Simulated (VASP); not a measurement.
A run of VASP 6.6.1 is set up as follows.

Contents of INCAR:

```
PREC = Accurate ; ENCUT = 520
EDIFF = 1E-6 ; ISMEAR = -1
SIGMA = 0.05 ; LREAL = False
LASPH = True ; NELM = 80
ALGO = Normal ; ISIF = 2
LWAVE = False ; LCHARG = True
GGA = PS ; LELF = True
LVHAR = True ; NBANDS = 8
```

KPOINTS

```
regular mesh
0
Gamma
  13 13 13
```

POSCAR

```
Sb
1.0
    3.1387913073      0.0000000000      0.0000000000
    0.0000000000      3.1387913073      0.0000000000
    0.0000000000      0.0000000000      3.1387913073
Sb
1
Direct
    0.0000000000      0.0000000000      0.0000000000
```

Potentials or basis: VASP PAW PBE potentials, release 64 (Sb).

Launch:

```sh
$ cat potpaw_PBE.64/Sb/POTCAR > POTCAR
$ mpirun -np 1 vasp_std > vasp.out
```

Question: What does it give for the pressure?

Answer: -4.0 GPa.

Caveat: the PAW data sets were made with another functional, which shifts forces and pressure a little.
